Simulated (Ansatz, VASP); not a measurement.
Two plane-wave programs on MgO

File INCAR:

```
ALGO = Normal
EDIFF = 1E-6
ENCUT = 600
GGA = PE
GGA_COMPAT = F
ISIF = 2
ISMEAR = 0
LASPH = T
LCHARG = F
LREAL = F
LWAVE = F
NBANDS = 16
NELM = 120
PREC = Accurate
SIGMA = 0.05
```

The input KPOINTS:

```
k-points
0
Gamma
  9 9 6
```

POSCAR

```
MgO
1.0
    3.5712471184      0.0000000000      0.0000000000
   -1.7856235592      3.0927907277      0.0000000000
    0.0000000000      0.0000000000      4.4137043136
Mg O
2 2
Direct
    0.3333333333      0.6666666667      0.0258441501
    0.6666666667      0.3333333333      0.5258441501
    0.3333333333      0.6666666667      0.3982811987
    0.6666666667      0.3333333333      0.8982811987
```

Input for Ansatz:

```yaml
crystal:
  lattice:
    - [3.5712471184, 0.0, 0.0]
    - [-1.7856235592, 3.0927907277, 0.0]
    - [0.0, 0.0, 4.4137043136]
  atoms:
    - { symbol: Mg, position: [0.3333333333, 0.6666666667, 0.0258441501] }
    - { symbol: Mg, position: [0.6666666667, 0.3333333333, 0.5258441501] }
    - { symbol: O, position: [0.3333333333, 0.6666666667, 0.3982811987] }
    - { symbol: O, position: [0.6666666667, 0.3333333333, 0.8982811987] }
kpoints:
  mp_grid: { grid: [9, 9, 6] }
hamiltonian:
  xc: pbe
  pseudopotentials: { kind: paw, azcp: { folder: soft_1 } }
scf:
  occupations: { method: gaussian, width: 0.05 }
  algorithm: density_mixing
output:
  forces: true
  eigenvalues: true
  stress: true
```

Alike in both runs: task single point; functional PBE; k mesh 9 × 9 × 6; occupations gaussian, width 0.05 eV; no spin polarisation.

|  | VASP | Ansatz |
| --- | --- | --- |
| version | VASP 6.6.1 | Ansatz 0.2.0 |
| potentials or method | VASP PAW PBE potentials, release 64 (Mg, O) | scalar-relativistic, plane waves, PAW |
| plane-wave cutoff (eV) | 600 | 420 |
| valence electrons in the cell | 16 | 32 |

|  | VASP | Ansatz | Ansatz less VASP |
| --- | --- | --- | --- |
| gap on the k mesh at the Fermi level (eV) | 3.21 | 3.21 | +0.005 |
| pressure (GPa) | 16.3 | 16.1 | -0.16 |
| traceless stress, the component that is largest in VASP (GPa) | 56.10 | 54.50 | -1.597 |
| rms of the force components (eV/Å) | 4.153 | 4.025 | -0.1271 |

Atom by atom the forces differ by 0.127 eV/Å (rms over components). VASP's potentials hold 16 valence electrons a cell and Ansatz's 32, so a difference there can come from the potentials and not from the codes.
